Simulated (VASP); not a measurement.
Set up this calculation in VASP 6.6.1, as the native input.

* Task: relaxation of cell and atoms
* Functional: r2SCAN
* Potentials or basis: VASP PAW PBE potentials, release 64 (Cs_sv)
* Cutoff: 600 eV
* k mesh: 10 × 10 × 10
* Occupations: gaussian, width 0.1 eV
* Spin: no spin polarisation
* Dipole correction: no
* Further INCAR settings: ALGO = Normal; EDIFF = 1e-06; IBRION = 2; EDIFFG = -0.01; NSW = 100; ISIF = 3

The system is Cs.

```
Cs
1.0
    -3.12847    3.12847    3.12847
     3.12847   -3.12847    3.12847
     3.12847    3.12847   -3.12847
Cs
1
Direct
  0.00000 0.00000 0.00000
```

These files were run (other wordings do the same):

POSCAR

```
Cs
1.0
   -3.1284650614      3.1284650614      3.1284650614
    3.1284650614     -3.1284650614      3.1284650614
    3.1284650614      3.1284650614     -3.1284650614
Cs
1
Direct
    0.0000000000      0.0000000000      0.0000000000
```

INCAR.step1

```
PREC = Accurate
ENCUT = 600
ISMEAR = 0
SIGMA = 0.1
LREAL = F
LASPH = T
NELM = 60
GGA = PE
ALGO = Normal
EDIFF = 1E-4
LWAVE = T
LCHARG = F
```

INCAR.step2

```
PREC = Accurate
ENCUT = 600
EDIFF = 1E-6
ISMEAR = 0
SIGMA = 0.1
LREAL = F
LASPH = T
NELM = 60
ALGO = Normal
ISIF = 3
LWAVE = F
LCHARG = F
METAGGA = R2SCAN
LMIXTAU = T
IBRION = 2
NSW = 100
EDIFFG = -0.01
ISTART = 1
```

KPOINTS

```
Automatic mesh
0
Gamma
  10 10 10
```

Potentials or basis: VASP PAW PBE potentials, release 64 (Cs_sv).

Command:

```sh
$ cat potpaw_PBE.64/Cs_sv/POTCAR > POTCAR
$ cp INCAR.step1 INCAR
$ mpirun -np 1 vasp_std > vasp.out
$ cp INCAR.step2 INCAR
$ mpirun -np 1 vasp_std > vasp.out
```

Results of the run:

| Item | Value |
| --- | --- |
| Pressure after relaxing | 0.0 GPa |
| Band gap on the k mesh | zero (an odd number of electrons rules out a gap without spin polarisation) |

Caveat: the PAW data sets were made with another functional, which shifts forces and pressure a little; spin-orbit coupling is left out, which moves the levels of the heavy elements.

Run time: 9.9 min on 1 thread of Oxide Virtual Turin-like Processor, on a shared host, peak memory 0.34 GiB.
